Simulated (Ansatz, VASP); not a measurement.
**TiW: VASP beside Ansatz**

The input INCAR:

```
SYSTEM = TiW
PREC = Accurate ; ENCUT = 520
EDIFF = 1E-6 ; ISMEAR = 0
SIGMA = 0.15 ; LREAL = .False.
LASPH = .True. ; NELM = 100
ALGO = Fast ; ISIF = 2
LWAVE = .False. ; LCHARG = .False.
GGA = CA ; NBANDS = 20
```

The input KPOINTS:

```
regular mesh
0
Gamma
  18 18 12
  0 0 0
```

The input POSCAR:

```
TiW
1.0
    1.5140389590     -2.1419026218      0.0000000000
    1.5140389590      2.1419026218      0.0000000000
    0.0000000000      0.0000000000      4.6915226423
Ti W
1 1
Direct
    0.0000000000      0.0000000000      0.0000000000
    0.5000000000      0.5000000000      0.5000000000
```

Input for Ansatz:

```yaml
crystal:
  lattice:
    - [1.514038959, -2.1419026218, 0.0]
    - [1.514038959, 2.1419026218, 0.0]
    - [0.0, 0.0, 4.6915226423]
  atoms:
    - { symbol: Ti, position: [0.0, 0.0, 0.0] }
    - { symbol: W, position: [0.5, 0.5, 0.5] }
basis:
  ecutwfc: 420
kpoints:
  mp_grid: { grid: [18, 18, 12] }
hamiltonian:
  xc: lda
scf:
  occupations: { method: gaussian, width: 0.15 }
output:
  forces: true
  stress: true
  eigenvalues: true
```

Change from the starting cell: strain -0.050 along x and y, +0.050 along z, atoms carried along.

Alike in both runs: task single point; functional LDA; k mesh 18 × 18 × 12; occupations gaussian, width 0.15 eV; no spin polarisation.

|  | VASP | Ansatz |
| --- | --- | --- |
| version | VASP 6.6.1 | Ansatz 0.2.0 |
| potentials or method | VASP PAW LDA potentials, release 64 (Ti_sv, W_sv), cutoff 520 eV | scalar-relativistic, plane waves, PAW |
| valence electrons in the cell | 26 | 26 |

```tsv
	VASP	Ansatz	Ansatz less VASP
gap on the k mesh at the Fermi level (eV)	none	none	-
pressure (GPa)	3.2	2.3	-0.93
traceless stress, the component that is largest in VASP (GPa)	-11.31	-10.97	+0.337
```

LDA's correlation is that of Perdew and Zunger in VASP and of Perdew and Wang (1992) in Ansatz. A gap of «none» marks a metal or a gap that the smearing closes.

Neither program's run includes spin-orbit coupling.
